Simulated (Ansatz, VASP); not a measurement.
# One calculation of As2Pb, two programs

```
CELL_PARAMETERS angstrom
3.90475 0.00000 0.00000
0.00000 3.90475 0.00000
0.00000 0.00000 5.51298
ATOMIC_POSITIONS crystal
As 0.50000 0.50000 0.70703
As 0.50000 0.50000 0.29297
Pb 0.00000 0.00000 0.00000
```

Change from the starting cell: species swapped into the FeSi2 type (P4/mmm, No. 123).

Alike in both runs: task relaxation of cell and atoms; functional PBE; k mesh 12 × 12 × 8; occupations gaussian, width 0.1 eV; no spin polarisation.

|  | VASP | Ansatz |
| --- | --- | --- |
| version | VASP 6.6.1 | Ansatz 0.2.0 |
| potentials or method | VASP PAW PBE potentials, release 64 (As, Pb_d), cutoff 600 eV | scalar-relativistic, plane waves, PAW |
| valence electrons in the cell | 24 | 44 |

|  | VASP | Ansatz | Ansatz less VASP |
| --- | --- | --- | --- |
| gap on the k mesh at the Fermi level, each at its own relaxed structure (eV) | none | none | - |
| relaxed volume (Å³/atom) | 27.94 | 27.94 | -0.006 |
| relaxed cell length with the largest relative difference (Å) | 5.508 | 5.503 | -0.0049 |

A gap of «none» marks a metal or a gap that the smearing closes. VASP's potentials hold 24 valence electrons a cell and Ansatz's 44, so a difference there can come from the potentials and not from the codes.

Neither program's run includes spin-orbit coupling.
